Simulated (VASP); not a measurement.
# TaN: single point with r2SCAN

TaN:

```
Ta N
1.0
     2.93611    0.00000    0.00000
    -1.46805    2.54274    0.00000
     0.00000    0.00000    2.88470
Ta N
1 1
Cartesian
  0.0000 0.0000 1.4424
  1.4681 0.8476 0.0000
```

```
Program                : VASP 6.6.1
Task                   : single point
Functional             : r2SCAN
Potentials or basis    : VASP PAW PBE potentials, release 64 (Ta_pv, N)
Cutoff                 : 520 eV
k mesh                 : 12 × 12 × 12
Occupations            : fermi-dirac, width 0.08 eV
Spin                   : no spin polarisation
Dipole correction      : no
Further INCAR settings : ALGO = Normal; EDIFF = 1e-06; NBANDS = 15
```

```
Pressure               : 1.6 GPa
Band gap on the k mesh : zero (bands 8 and 9 overlap by 0.37 eV)
```

Stress tensor (GPa, compression positive):
```
1.53 0.00 0.00
0.00 1.53 0.00
0.00 0.00 1.76
```

Levels at points of the mesh, in eV from the Fermi level:
| k point | band 5 | band 6 | band 7 | band 8 | band 9 | band 10 | band 11 | band 12 |
| --- | --- | --- | --- | --- | --- | --- | --- | --- |
| (0.00, 0.00, 0.00) | -4.85 | -4.85 | -4.43 | -3.18 | 2.48 | 3.73 | 3.73 | 4.21 |
| (0.50, 0.00, 0.00) | -8.64 | -5.49 | -3.64 | -3.43 | 3.19 | 4.14 | 5.44 | 5.52 |
| (0.00, 0.00, 0.50) | -9.75 | -3.99 | -3.99 | -0.11 | -0.11 | 2.34 | 3.61 | 3.61 |
| (0.50, 0.00, 0.50) | -7.66 | -6.49 | -5.96 | -0.55 | 4.45 | 5.47 | 6.08 | 7.45 |

Wall time 3.2 min on 1 thread of Intel Xeon 8259CL (shared host), peak memory 0.18 GiB.

Caveat: the PAW data sets were made with another functional, which shifts forces and pressure a little; spin-orbit coupling is left out, which moves the levels of the heavy elements.
